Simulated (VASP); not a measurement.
# Ag (Fm-3m) in VASP: further runs

Ag is run at these levels: LDA; tasks: single point.

All numbers are computed with VASP 6.6.1; they aren't measurements. Logs are shortened: lines on timing, memory, paths and dates and some standing lists are left out, and cuts for length are marked.

### 1 The cell of the first run

It takes space group Fm-3m (No. 225, cubic). The conventional cell has a = 4.001 Å, b = 4.001 Å, c = 4.001 Å, α = 90.00°, β = 90.00°, γ = 90.00°. Ag (site symmetry m-3m) has 12 Ag at 2.83 Å within 3.7 Å.

### 2 Single point, LDA

INCAR reads:

```
ALGO = Normal
EDIFF = 1E-7
ENCUT = 520
ISIF = 2
ISMEAR = 0
LASPH = T
LCHARG = F
LREAL = F
LWAVE = F
NBANDS = 12
NELM = 60
PREC = Accurate
SIGMA = 0.05
```

KPOINTS reads:

```
k-points
0
Gamma
  18 18 18
```

POSCAR reads:

```
Ag
1.0
    0.0000000000      2.0004975002      2.0004975002
    2.0004975002      0.0000000000      2.0004975002
    2.0004975002      2.0004975002      0.0000000000
Ag
1
Direct
    0.0000000000      0.0000000000      0.0000000000
```

Potentials or basis: VASP PAW LDA potentials, release 64 (Ag).

Launch:

```bash
$ cat potpaw_LDA.64/Ag/POTCAR > POTCAR
$ mpirun -np 1 vasp_std > vasp.out
```

OUTCAR:

```text
EDIFF = 1E-7
   ENCUT = 520
   ISIF = 2
   ISMEAR = 0
   LASPH = T
   LREAL = F
   NELM = 60
   PREC = Accurate

 ion  position               nearest neighbor table
   1  0.000  0.000  0.000-

  LATTYP: Found a face centered cubic cell.
 ALAT       =     4.0009950004

  Lattice vectors:

 A1 = (   0.0000000000,   2.0004975002,   2.0004975002)
 A2 = (   2.0004975002,   0.0000000000,   2.0004975002)
 A3 = (   2.0004975002,   2.0004975002,   0.0000000000)

Analysis of symmetry for initial positions (statically):
=====================================================================
 Subroutine PRICEL returns:
 Original cell was already a primitive cell.

 Routine SETGRP: Setting up the symmetry group for a
 face centered cubic supercell.

 Subroutine GETGRP returns: Found 48 space group operations
 (whereof 48 operations were pure point group operations)
 out of a pool of 48 trial point group operations.

The static configuration has the point symmetry O_h .

Analysis of symmetry for dynamics (positions and initial velocities):
=====================================================================
 Subroutine PRICEL returns:
 Original cell was already a primitive cell.

 Routine SETGRP: Setting up the symmetry group for a
 face centered cubic supercell.

 Subroutine GETGRP returns: Found 48 space group operations
 (whereof 48 operations were pure point group operations)
 out of a pool of 48 trial point group operations.

The dynamic configuration has the point symmetry O_h .

 Subroutine INISYM returns: Found 48 space group operations
 (whereof 48 operations are pure point group operations),
 and found     1 'primitive' translations

----------------------------------------------------------------------------------------

                                     Primitive cell

  volume of cell :      16.0119

  direct lattice vectors                    reciprocal lattice vectors
     0.000000000  2.000497500  2.000497500    -0.249937828  0.249937828  0.249937828
     2.000497500  0.000000000  2.000497500     0.249937828 -0.249937828  0.249937828
     2.000497500  2.000497500  0.000000000     0.249937828  0.249937828 -0.249937828

  length of vectors
     2.829130696  2.829130696  2.829130696     0.432905017  0.432905017  0.432905017

  position of ions in fractional coordinates (direct lattice)
     0.000000000  0.000000000  0.000000000

  ion indices of the primitive-cell ions
   primitive index   ion index
                 1           1
[... 74 lines left out ...]
   EDIFFG = 0.1E-05   stopping-criterion for IOM
   NSW    =      0    number of steps for IOM
   IBRION =     -1    ionic relax: 0-MD 1-quasi-New 2-CG
   NFREE  =      0    steps in history (QN), initial steepest desc. (CG)
   ISIF   =      2    stress and relaxation
   ISYM   =      2    0-nonsym 1-usesym 2-fastsym
   POTIM  = 0.5000    time-step for ionic-motion
   TEBEG  =    0.0;   TEEND  =   0.0 temperature during run
   PSTRESS=    0.0 pullay stress
   NELECT =      11.0000    total number of electrons
   NUPDOWN=      -1.0000    fix difference up-down
   EMIN   =  10.00;   EMAX   =-10.00  energy-range for DOS
   EFERMI =   0.00;   METHOD = LEGACY
   ISMEAR =     0;   SIGMA  =   0.05  broadening in eV -4-tet -1-fermi 0-gaus
   EFERMI_NEDOS =   21; number of points for ismear=-14 and -15
   IALGO  =     38    algorithm
   IMIX   =      4    mixing-type and parameters
     AMIX     =   0.40;   BMIX     =  1.00
     AMIX_MAG =   1.60;   BMIX_MAG =  1.00
  volume/ion in A,a.u.               =      16.01       108.05
  Fermi-wavevector in a.u.,A,eV,Ry     =   1.444523  2.729752 28.390541  2.086646
  Thomas-Fermi vector in A             =   2.562808
   LORBIT       =      0    0 simple, 1 ext, 2 COOP (PROOUT), +10 PAW based schemes
   GGA     = CA    functional components
   LHFCALC =     F    Hartree Fock is set to
   AEXX    =    0.0000 exact exchange contribution
   IVDW    =     0    specifies the selected vdW correction
   LEPSILON=     F    determine dielectric tensor
   LRPA    =     F    only Hartree local field effects (RPA)
 non-spin polarized calculation
 Gauss-broadening in eV      SIGMA  =   0.05
  energy-cutoff  :      520.00
  volume of cell :       16.01
 maximum number of plane-waves:       444
 NGX is ok and might be reduce to    24
   NGX = 11   NGY = 11   NGZ = 11

 number of electron      11.0000002 magnetization

 Free energy of the ion-electron system (eV)
  ---------------------------------------------------
  ext. energy  EPLUGINS =         0.00000000
  ---------------------------------------------------
  free energy    TOTEN  =        -3.78430937 eV

  energy without entropy =       -3.78391837  energy(sigma->0) =       -3.78411387

 E-fermi :   9.0177     XC(G=0): -12.9565

 val. band max:        9.0045307622   @ k =   0.5000   0.2778   0.1111
 cond. band min:       9.1955476522   @ k =   0.5000   0.1111   0.0000
 fundamental gap:      0.1910168900
 Fermi energy:         9.0177323238

 k-point     1 :       0.0000    0.0000    0.0000
  band No.  band energies     occupation
      1       0.7603      2.00000
      2       4.0522      2.00000
      3       4.0522      2.00000
      4       4.0522      2.00000
      5       5.2302      2.00000
      6       5.2302      2.00000
      7      25.1998      0.00000
      8      29.0811      0.00000
      9      29.0811      0.00000
     10      29.0811      0.00000
     11      34.2609      0.00000
     12      35.6884      0.00000
[... 331 lines left out ...]
 k-point    24 :      -0.2222    0.0556    0.0000
  band No.  band energies     occupation
      1       2.2635      2.00000
      2       4.0248      2.00000
      3       4.3277      2.00000
      4       4.3343      2.00000
      5       5.1690      2.00000
      6       5.5747      2.00000
      7      21.0940      0.00000
      8      25.6369      0.00000
      9      28.2820      0.00000
     10      31.0407      0.00000
     11      31.3823      0.00000
     12      32.5129      0.00000

 [... further k-points ...]
[... 5 lines left out ...]
  --------------------------------------------------------------------------------------
  -------------------------------------------------------------------------------------
  Total        0.0225701      0.0225701      0.0225701     -0.0000000      0.0000000      0.0000000
  in kB        2.2583923      2.2583923      2.2583923     -0.0000000      0.0000000      0.0000000
  external PRESSURE =       2.2583923 kB  Pullay stress =       0.0000000 kB

 VOLUME and BASIS-vectors are now :
 -----------------------------------------------------------------------------
  energy-cutoff  :      520.00
  volume of cell :       16.01
      direct lattice vectors                 reciprocal lattice vectors
     0.000000000  2.000497500  2.000497500    -0.249937828  0.249937828  0.249937828
     2.000497500  0.000000000  2.000497500     0.249937828 -0.249937828  0.249937828
     2.000497500  2.000497500  0.000000000     0.249937828  0.249937828 -0.249937828

 POSITION                                       TOTAL-FORCE (eV/Angst)
 -----------------------------------------------------------------------------------
      0.00000      0.00000      0.00000        -0.000000      0.000000      0.000000
 -----------------------------------------------------------------------------------
    total drift:                               -0.000000      0.000000     -0.000000

  FREE ENERGIE OF THE ION-ELECTRON SYSTEM (eV)
  ---------------------------------------------------
  free  energy   TOTEN  =        -3.7843093690 eV

  energy  without entropy=       -3.7839183663  energy(sigma->0) =       -3.78411387
```

stdout:

```text
POSCAR found type information on POSCAR Ag
 POSCAR found :  1 types and       1 ions
 scaLAPACK will be used
 LDA part: xc-table for (Slater(with rela. corr.)+CA(PZ))
 , standard interpolation
 POSCAR, INCAR and KPOINTS ok, starting setup
 FFT: planning ... GRIDC
 FFT: planning ... GRID_SOFT
 FFT: planning ... GRID
 WAVECAR not read
 entering main loop
```

Run time: 16 s. Hardware: 1 thread of Intel Xeon Platinum 8488C (Sapphire Rapids), shared host; peak memory 0.15 GiB.

What came out:

```yaml
Free_energy: -3.7843 eV
Pressure: 0.2 GPa
```

### 3 Single point, LDA

This run uses another cell than the first one, of 16.24 Å³/atom, 1.014 times its volume.

INCAR reads:

```
PREC = Accurate
ENCUT = 520
EDIFF = 1E-6
ISMEAR = 0
SIGMA = 0.05
LREAL = False
LASPH = True
NELM = 100
ALGO = Normal
ISIF = 2
LWAVE = False
LCHARG = False
NBANDS = 12
```

KPOINTS reads:

```
regular mesh
0
Gamma
  18 18 18
```

POSCAR reads:

```
Ag
1.0
    0.0000000000      2.0098763176      2.0098763176
    2.0098763176      0.0000000000      2.0098763176
    2.0098763176      2.0098763176      0.0000000000
Ag
1
Direct
    0.0000000000      0.0000000000      0.0000000000
```

Potentials or basis: VASP PAW LDA potentials, release 64 (Ag).

Launch:

```bash
$ cat potpaw_LDA.64/Ag/POTCAR > POTCAR
$ mpirun -np 1 vasp_std > vasp.out
```

Run time: 18 s. Hardware: 1 thread of Intel Xeon Platinum 8488C (Sapphire Rapids), shared host; peak memory 0.15 GiB.

Results (log left out):

- Free energy: -3.7834 eV
- Pressure: -1.7 GPa

Levels at points of the mesh, in eV from the Fermi level:
| k point | band 2 | band 3 | band 4 | band 5 | band 6 | band 7 | band 8 | band 9 | band 10 | band 11 |
| --- | --- | --- | --- | --- | --- | --- | --- | --- | --- | --- |
| (0.00, 0.00, 0.00) | -4.90 | -4.90 | -4.90 | -3.75 | -3.75 | 16.17 | 19.96 | 19.96 | 19.96 | 25.10 |
| (0.50, 0.00, 0.00) | -4.93 | -4.93 | -2.88 | -2.88 | -0.52 | 3.90 | 15.43 | 18.28 | 18.28 | 23.64 |
| (0.50, 0.50, 0.00) | -6.55 | -2.91 | -2.65 | -2.65 | 1.55 | 7.16 | 10.86 | 10.86 | 17.90 | 17.97 |
